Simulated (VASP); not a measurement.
# Ti2O (P-3m1) in VASP: notebook

Ti2O is run at these levels: r2SCAN+D4, r2SCAN; tasks: single point.

Everything below comes from runs of VASP 6.6.1. Logs are shortened: lines on timing, memory, paths and dates and some standing lists are left out, and cuts for length are marked.

### 1 The cell of the first run

Symmetry: P-3m1, No. 164, trigonal system. Conventional cell: a = 2.888 Å, b = 2.888 Å, c = 4.725 Å, α = 90.00°, β = 90.00°, γ = 120.00°. Within 2.9 Å of Ti (site symmetry 3m) lie 3 O at 2.10 Å and 9 Ti at 2.74 to 2.89 Å. Within 2.9 Å of O (site symmetry -3m) lie 6 Ti at 2.10 Å and 6 O at 2.89 Å.

### 2 Single point, r2SCAN+D4

Input file POSCAR:

```
Ti2O
1.0
    2.8882416436      0.0000000000      0.0000000000
   -1.4441208218      2.5012906356      0.0000000000
    0.0000000000      0.0000000000      4.7253466108
Ti O
2 1
Direct
    0.6666666667      0.3333333333      0.2704313568
    0.3333333333      0.6666666667      0.7295686432
    0.0000000000      0.0000000000      0.0000000000
```

Input file INCAR.step1:

```
ALGO = Normal
EDIFF = 1E-4
ENCUT = 520
GGA = PE
ISMEAR = 0
LASPH = True
LCHARG = False
LREAL = False
LWAVE = True
NBANDS = 22
NELM = 60
PREC = Accurate
SIGMA = 0.1
```

Input file INCAR.step2:

```
ALGO = Normal
EDIFF = 1E-6
ENCUT = 520
ISIF = 2
ISMEAR = 0
ISTART = 1
IVDW = 13
LASPH = True
LCHARG = False
LMIXTAU = True
LREAL = False
LWAVE = False
METAGGA = R2SCAN
NBANDS = 22
NELM = 60
PREC = Accurate
SIGMA = 0.1
VDW_A1 = 0.51559235
VDW_A2 = 5.77342911
VDW_S6 = 1.0
VDW_S8 = 0.6018749
```

Input file KPOINTS:

```
k-points
0
Gamma
  18 18 10
```

Potentials or basis: VASP PAW PBE potentials, release 64 (Ti_sv, O).

The run is started by

```
$ cat potpaw_PBE.64/Ti_sv/POTCAR potpaw_PBE.64/O/POTCAR > POTCAR
$ cp INCAR.step1 INCAR
$ mpirun -np 1 vasp_std > vasp.out
$ cp INCAR.step2 INCAR
$ mpirun -np 1 vasp_std > vasp.out
```

OUTCAR:

```text
EDIFF = 1E-6
   ENCUT = 520
   ISIF = 2
   ISMEAR = 0
   ISTART = 1
   IVDW = 13
   LASPH = True
   LREAL = False
   METAGGA = R2SCAN
   NELM = 60
   PREC = Accurate

 ion  position               nearest neighbor table
   1  0.667  0.333  0.270-   3 2.10   3 2.10   3 2.10   2 2.74   2 2.74   2 2.74
   2  0.333  0.667  0.730-   3 2.10   3 2.10   3 2.10   1 2.74   1 2.74   1 2.74
   3  0.000  0.000  0.000-   1 2.10   2 2.10   2 2.10   1 2.10   1 2.10   2 2.10

  LATTYP: Found a hexagonal cell.
 ALAT       =     2.8882416436
 C/A-ratio  =     1.6360634579

  Lattice vectors:

 A1 = (   2.8882416436,   0.0000000000,   0.0000000000)
 A2 = (  -1.4441208218,   2.5012906356,   0.0000000000)
 A3 = (   0.0000000000,   0.0000000000,   4.7253466108)

Analysis of symmetry for initial positions (statically):
=====================================================================
 Subroutine PRICEL returns:
 Original cell was already a primitive cell.

 Routine SETGRP: Setting up the symmetry group for a
 hexagonal supercell.

 Subroutine GETGRP returns: Found 12 space group operations
 (whereof 12 operations were pure point group operations)
 out of a pool of 24 trial point group operations.

The static configuration has the point symmetry D_3d.

Analysis of symmetry for dynamics (positions and initial velocities):
=====================================================================
 Subroutine PRICEL returns:
 Original cell was already a primitive cell.

 Routine SETGRP: Setting up the symmetry group for a
 hexagonal supercell.

 Subroutine GETGRP returns: Found 12 space group operations
 (whereof 12 operations were pure point group operations)
 out of a pool of 24 trial point group operations.

The dynamic configuration has the point symmetry D_3d.

 Subroutine INISYM returns: Found 12 space group operations
 (whereof 12 operations are pure point group operations),
 and found     1 'primitive' translations

----------------------------------------------------------------------------------------

                                     Primitive cell

  volume of cell :      34.1375

  direct lattice vectors                    reciprocal lattice vectors
     2.888241644  0.000000000  0.000000000     0.346231418  0.199896802  0.000000000
    -1.444120822  2.501290636  0.000000000     0.000000000  0.399793605  0.000000000
     0.000000000  0.000000000  4.725346611     0.000000000  0.000000000  0.211624688

  length of vectors
     2.888241644  2.888241644  4.725346611     0.399793605  0.399793605  0.211624688
[... 83 lines left out ...]
   EDIFF  = 0.1E-05   stopping-criterion for ELM
   LREAL  =      F    real-space projection
   EDIFFG = 0.1E-04   stopping-criterion for IOM
   NSW    =      0    number of steps for IOM
   IBRION =     -1    ionic relax: 0-MD 1-quasi-New 2-CG
   NFREE  =      0    steps in history (QN), initial steepest desc. (CG)
   ISIF   =      2    stress and relaxation
   ISYM   =      2    0-nonsym 1-usesym 2-fastsym
   POTIM  = 0.5000    time-step for ionic-motion
   TEBEG  =    0.0;   TEEND  =   0.0 temperature during run
   PSTRESS=    0.0 pullay stress
   NELECT =      30.0000    total number of electrons
   NUPDOWN=      -1.0000    fix difference up-down
   EMIN   =  10.00;   EMAX   =-10.00  energy-range for DOS
   EFERMI =   0.00;   METHOD = LEGACY
   ISMEAR =     0;   SIGMA  =   0.10  broadening in eV -4-tet -1-fermi 0-gaus
   EFERMI_NEDOS =   21; number of points for ismear=-14 and -15
   IALGO  =     38    algorithm
   IMIX   =      4    mixing-type and parameters
     AMIX     =   0.40;   BMIX     =  1.00
     AMIX_MAG =   1.60;   BMIX_MAG =  1.00
  volume/ion in A,a.u.               =      11.38        76.79
  Fermi-wavevector in a.u.,A,eV,Ry     =   1.568092  2.963264 33.455524  2.458912
  Thomas-Fermi vector in A             =   2.670174
   LORBIT       =      0    0 simple, 1 ext, 2 COOP (PROOUT), +10 PAW based schemes
   METAGGA = R2SCAN    functional components
   LHFCALC =     F    Hartree Fock is set to
   AEXX    =    0.0000 exact exchange contribution
   IVDW    =    13    specifies the selected vdW correction
   LEPSILON=     F    determine dielectric tensor
   LRPA    =     F    only Hartree local field effects (RPA)
 non-spin polarized calculation
 Gauss-broadening in eV      SIGMA  =   0.10
  energy-cutoff  :      520.00
  volume of cell :       34.14
 maximum number of plane-waves:       941
 NGX is ok and might be reduce to    24
   NGX = 11   NGY = 11   NGZ = 17

 number of electron      29.9999999 magnetization

 Free energy of the ion-electron system (eV)
  ---------------------------------------------------
  ext. energy  EPLUGINS =         0.00000000
  ---------------------------------------------------
  free energy    TOTEN  =       -37.75626659 eV

  energy without entropy =      -37.75210014  energy(sigma->0) =      -37.75418337

 E-fermi :  10.8434     XC(G=0): -13.5141

 val. band max:       10.8335765323   @ k =   0.0000   0.1667   0.1000
 cond. band min:      10.8451101581   @ k =   0.1667   0.0000   0.0000
 fundamental gap:      0.0115336258
 Fermi energy:        10.8434437480

 k-point     1 :       0.0000    0.0000    0.0000
  band No.  band energies     occupation
      1     -48.7274      2.00000
      2     -48.5581      2.00000
      3     -24.4704      2.00000
      4     -23.6103      2.00000
      5     -23.6103      2.00000
      6     -23.5353      2.00000
[... 589 lines left out ...]
     21      14.4304      0.00000
     22      14.6151      0.00000

 [... further k-points ...]

------------------------ aborting loop because EDIFF is reached ----------------------------------------

  DFT-D4 for vdW energy calculation

  Edisp (eV):   -0.25516

  FORCE on cell =-STRESS in cart. coord.  units (eV):
  Direction    XX          YY          ZZ          XY          YZ          ZX
  --------------------------------------------------------------------------------------
  -------------------------------------------------------------------------------------
  Total       2.98878     2.98878     2.95375     0.00000     0.00000     0.00000
  in kB     140.27272   140.27272   138.62865     0.00000     0.00000     0.00000
  external pressure =      139.72 kB  Pullay stress =        0.00 kB

 VOLUME and BASIS-vectors are now :
 -----------------------------------------------------------------------------
  energy-cutoff  :      520.00
  volume of cell :       34.14
      direct lattice vectors                 reciprocal lattice vectors
     2.888241644  0.000000000  0.000000000     0.346231418  0.199896802  0.000000000
    -1.444120822  2.501290636  0.000000000     0.000000000  0.399793605  0.000000000
     0.000000000  0.000000000  4.725346611     0.000000000  0.000000000  0.211624688

 POSITION                                       TOTAL-FORCE (eV/Angst)
 -----------------------------------------------------------------------------------
      1.44412      0.83376      1.27788        -0.000000     -0.000000      0.060964
     -0.00000      1.66753      3.44746         0.000000      0.000000     -0.060964
      0.00000      0.00000      0.00000        -0.000000      0.000000      0.000000
 -----------------------------------------------------------------------------------
    total drift:                                0.000000     -0.000000     -0.000000

  FREE ENERGIE OF THE ION-ELECTRON SYSTEM (eV)
  ---------------------------------------------------
  free  energy   TOTEN  =       -38.0114233425 eV

  energy  without entropy=      -38.0072568868  energy(sigma->0) =      -38.00934011
```

OUTCAR.step1:

```text
EDIFF = 1E-4
   ENCUT = 520
   GGA = PE
   ISMEAR = 0
[... 827 lines left out ...]
      1.44412      0.83376      1.27788        -0.000000     -0.000000     -0.049002
     -0.00000      1.66753      3.44746         0.000000      0.000000      0.049002
      0.00000      0.00000      0.00000         0.000000      0.000000      0.000000
 -----------------------------------------------------------------------------------
    total drift:                                0.000000     -0.000000     -0.000000

  FREE ENERGIE OF THE ION-ELECTRON SYSTEM (eV)
  ---------------------------------------------------
  free  energy   TOTEN  =       -25.9159062751 eV

  energy  without entropy=      -25.9112888545  energy(sigma->0) =      -25.91359756
```

OSZICAR.step1:

```text
N       E                     dE             d eps       ncg     rms          rms(c)
DAV:   1     0.348534188112E+03    0.34853E+03   -0.15239E+04 14568   0.174E+03
DAV:   2     0.125050945667E+02   -0.33603E+03   -0.32072E+03 15318   0.486E+02
DAV:   3    -0.269121824772E+02   -0.39417E+02   -0.38465E+02 22494   0.147E+02
DAV:   4    -0.298966159378E+02   -0.29844E+01   -0.29692E+01 19204   0.363E+01
DAV:   5    -0.300066292346E+02   -0.11001E+00   -0.11000E+00 19296   0.613E+00    0.182E+01
DAV:   6    -0.260673603070E+02    0.39393E+01   -0.20063E+01 19314   0.449E+01    0.569E+00
DAV:   7    -0.259135478481E+02    0.15381E+00   -0.17235E+00 19854   0.105E+01    0.357E+00
DAV:   8    -0.259107951400E+02    0.27527E-02   -0.22378E-01 19360   0.409E+00    0.103E+00
DAV:   9    -0.259145010347E+02   -0.37059E-02   -0.44199E-02 21902   0.186E+00    0.546E-01
DAV:  10    -0.259159681305E+02   -0.14671E-02   -0.10128E-02 19620   0.899E-01    0.643E-02
DAV:  11    -0.259159062751E+02    0.61855E-04   -0.67888E-04 18824   0.341E-01
   1 F= -.25915906E+02 E0= -.25913598E+02  d E =-.461742E-02
```

It took 20 min on 1 thread of Oxide Virtual Turin-like, shared host; peak memory 0.3 GiB.

Results:

* Free energy: -38.0114 eV
* Pressure: 14.0 GPa
* Largest force: 0.061 eV/Å
* Band gap on the k mesh: zero (bands 15 and 16 overlap by 1.07 eV)
* Dispersion energy per atom: -0.085 eV

Forces on the atoms (eV/Å):
```
Ti   0.000  0.000  0.061
Ti   0.000  0.000 -0.061
O    0.000  0.000  0.000
```

Levels at points of the mesh, in eV from the Fermi level:
| k point | band 12 | band 13 | band 14 | band 15 | band 16 | band 17 | band 18 | band 19 |
| --- | --- | --- | --- | --- | --- | --- | --- | --- |
| (0.00, 0.00, 0.00) | -6.63 | -4.09 | -0.41 | 0.21 | 0.59 | 0.59 | 1.18 | 1.18 |
| (0.50, 0.00, 0.00) | -7.13 | -2.97 | -1.60 | -0.68 | 1.22 | 1.99 | 3.21 | 3.22 |
| (0.00, 0.00, 0.50) | -6.71 | -2.13 | -2.06 | 0.20 | 0.20 | 1.30 | 2.14 | 2.14 |
| (0.50, 0.00, 0.50) | -7.04 | -1.84 | -1.57 | -0.61 | -0.60 | 1.10 | 3.15 | 3.31 |

Caveat: the cell stands under pressure; the PAW data sets were made with another functional, which shifts forces and pressure a little.

(Part 1 of 2 ends here.)
